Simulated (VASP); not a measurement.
Set up this calculation in VASP 6.6.1, as the native input.

```
Task                   : single point
Functional             : PBEsol
Potentials or basis    : VASP PAW PBE potentials, release 64 (Mo_sv, S)
Cutoff                 : 520 eV
k mesh                 : 11 × 11 × 11
Occupations            : methfessel-paxton, width 0.124 eV
Spin                   : no spin polarisation
Dipole correction      : no
Further INCAR settings : ALGO = Normal; EDIFF = 1e-06; NBANDS = 20
```

The structure of MoS2 lies in POSCAR:

```
MoS2
1.0
    1.5366903454      0.8872052532      5.9814212812
   -1.5366903454      0.8872052532      5.9814212812
    0.0000000000     -1.7744202322      5.9814212812
Mo S
1 2
Direct
    0.0000000000      0.0000000000      0.0000000000
    0.2500000000      0.2500000000      0.2500000000
    0.4170000000      0.4170000000      0.4170000000
```

One way to write it, as run:

INCAR

```
ALGO = Normal ; EDIFF = 1E-6
ENCUT = 520 ; GGA = PS
ISIF = 2 ; ISMEAR = 1
LASPH = True ; LCHARG = False
LREAL = False ; LWAVE = False
NBANDS = 20 ; NELM = 100
PREC = Accurate ; SIGMA = 0.124
```

KPOINTS

```
k-points
0
Gamma
  11 11 11
```

Potentials or basis: VASP PAW PBE potentials, release 64 (Mo_sv, S).

Launch:

```console
$ cat potpaw_PBE.64/Mo_sv/POTCAR potpaw_PBE.64/S/POTCAR > POTCAR
$ mpirun -np 1 vasp_std > vasp.out
```

Results of the run:

```yaml
Pressure: 15.9 GPa
Largest_force: 1.860 eV/Å
Band_gap_on_the_k_mesh: 0.82 eV (least direct gap 2.12 eV)
```

Caveat: the cell stands under pressure; the PAW data sets were made with another functional, which shifts forces and pressure a little; an odd mesh through Γ misses points on the zone boundary, where band edges can lie.

Run time: 3.7 min on 1 thread of Intel(R) Xeon(R) 6975P-C (Granite Rapids), with other jobs on the host, peak memory 0.38 GiB.
